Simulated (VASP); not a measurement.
Write the native input for VASP 6.6.1 that does the following.

| Item | Value |
| --- | --- |
| Task | single point |
| Functional | PBEsol |
| Potentials or basis | VASP PAW PBE potentials, release 64 (Ti_sv, C) |
| Cutoff | 520 eV |
| k mesh | 16 × 16 × 16 |
| Occupations | fermi-dirac, width 0.03 eV |
| Spin | no spin polarisation |
| Dipole correction | no |
| Further INCAR settings | ALGO = Normal; EDIFF = 1e-06; NBANDS = 15 |

The structure of TiC lies in POSCAR:

```
TiC
1.0
    0.0000000000      2.1640000000      2.1423600000
    2.1640000000      0.0000000000      2.1423600000
    2.1640000000      2.1640000000      0.0000000000
Ti C
1 1
Direct
    0.0000000000      0.0000000000      0.0000000000
    0.5000000000      0.5000000000      0.5000000000
```

This cell differs from its parent crystal: zz strain of -1 %.

These files were run (other wordings do the same):

INCAR

```
SYSTEM = TiC
  PREC = Accurate
  ENCUT = 520
  EDIFF = 1E-6
  ISMEAR = -1
  SIGMA = 0.03
  LREAL = .FALSE.
  LASPH = .TRUE.
  NELM = 80
  ALGO = Normal
  ISIF = 2
  LWAVE = .FALSE.
  LCHARG = .TRUE.
  GGA = PS
  LELF = .TRUE.
  LVHAR = .TRUE.
  NBANDS = 15
```

KPOINTS

```
regular mesh
0
G
  16 16 16
  0 0 0
```

Potentials or basis: VASP PAW PBE potentials, release 64 (Ti_sv, C).

Launch:

```sh
$ cat potpaw_PBE.64/Ti_sv/POTCAR potpaw_PBE.64/C/POTCAR > POTCAR
$ mpirun -np 1 vasp_std > vasp.out
```

It gave:

| Item | Value |
| --- | --- |
| Pressure | -3.4 GPa |
| Band gap on the k mesh | zero (band 8 reaches 10.17 eV, above the bottom of band 9 at 8.97 eV) |

Caveat: the cell differs from its parent crystal (zz strain of -1 %); the PAW data sets were made with another functional, which shifts forces and pressure a little.

Run time: 57 s on 1 thread of Intel(R) Xeon(R) Platinum 8488C (Sapphire Rapids), on a shared host, peak memory 0.22 GiB.
